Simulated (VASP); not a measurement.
In6Te:

```
In Te
1.0
     9.33632    0.00000    0.00000
    -4.66816    8.08549    0.00000
     0.00000    0.00000    3.13355
In Te
6 1
Cartesian
  -1.5690 2.7175 1.5668
  3.0992 5.3680 1.5668
  3.1379 0.0000 1.5668
  -3.0992 5.3680 1.5668
  1.5690 2.7175 1.5668
  6.1984 0.0000 1.5668
  0.0000 0.0000 0.0000
```

The cell was generated, and may not be a known phase.

```yaml
Program: VASP 6.6.1
Task: relaxation of cell and atoms
Functional: PBE
Potentials_or_basis: VASP PAW PBE potentials, release 64 (In_d, Te)
Cutoff: 600 eV
k_mesh: 3 × 3 × 6
Occupations: gaussian, width 0.1 eV
Spin: no spin polarisation
```

At the start: pressure 0.7 GPa; volume 33.79 Å³/atom.

Question: How do energy, volume and symmetry change on relaxing?

Answer: Over 9 steps the energy falls by 31.2 meV/atom and the volume is 34.13 Å³/atom (+1.0 %); space group P6/mmm (No. 191, to 0.1 Å) before and after.

Step by step:
| step | energy change (eV) | largest force (eV/Å) | pressure (GPa) | volume (Å³) |
| --- | --- | --- | --- | --- |
| 1 | 0.0000 | 0.1261 | 0.66 | 236.55 |
| 2 | -0.1346 | 0.2045 | 0.07 | 241.27 |
| 3 | -0.1851 | 0.1904 | -0.70 | 246.11 |
| 4 | -0.2136 | 0.0788 | -0.21 | 240.84 |
| 5 | -0.2138 | 0.0672 | -0.12 | 240.36 |
| 6 | -0.2179 | 0.0387 | -0.10 | 239.24 |
| 7 | -0.2167 | 0.0054 | 0.20 | 237.96 |
| 8 | -0.2182 | 0.0243 | 0.18 | 238.65 |
| 9 | -0.2182 | 0.0314 | 0.07 | 238.88 |

Final structure:
```
In Te
1.0
     9.11677    0.00000    0.00000
    -4.55839    7.89536    0.00000
     0.00000    0.00000    3.31865
In Te
6 1
Direct
  0.00000 0.33265 0.50000
  0.66735 0.66735 0.50000
  0.33265 0.00000 0.50000
  0.00000 0.66735 0.50000
  0.33265 0.33265 0.50000
  0.66735 0.00000 0.50000
  0.00000 0.00000 0.00000
```
